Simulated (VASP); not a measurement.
The system is Mo.

```
CELL_PARAMETERS angstrom
2.73551 0.00000 0.00000
-1.36776 2.36902 0.00000
0.00000 0.00000 2.55518
ATOMIC_POSITIONS crystal
Mo 0.00000 0.00000 0.50000
```

```yaml
Program: VASP 6.6.1
Task: relaxation of cell and atoms
Functional: BLYP
Dispersion: D3(BJ)
Potentials_or_basis: VASP PAW PBE potentials, release 64 (Mo_sv)
Cutoff: 600 eV
k_mesh: 12 × 12 × 11
Occupations: fermi-dirac, width 0.1 eV
Spin: no spin polarisation
```

At the start: pressure -2.9 GPa; volume 16.56 Å³/atom.

Where does the relaxation end?

Over 5 steps the energy falls by 14.7 meV/atom and the volume is 16.32 Å³/atom (-1.5 %); space group P6/mmm (No. 191, to 0.05 Å).

The path:
```
step  energy change (eV)  largest force (eV/Å)  pressure (GPa)  volume (Å³)
   1              0.0000                0.0000           -2.91        16.56
   2             -0.0006                0.0000            7.36        15.83
   3             -0.0131                0.0000            1.86        16.18
   4             -0.0126                0.0000           -2.02        16.48
   5             -0.0147                0.0000           -0.03        16.32
```

Final structure:
```
Mo
1.0
     2.75395    0.00000    0.00000
    -1.37697    2.38499    0.00000
     0.00000    0.00000    2.48442
Mo
1
Direct
  0.00000 0.00000 0.50000
```

Caveat: the PAW data sets were made with another functional, which shifts forces and pressure a little; pairwise dispersion overbinds metals, which lowers pressure and volume.
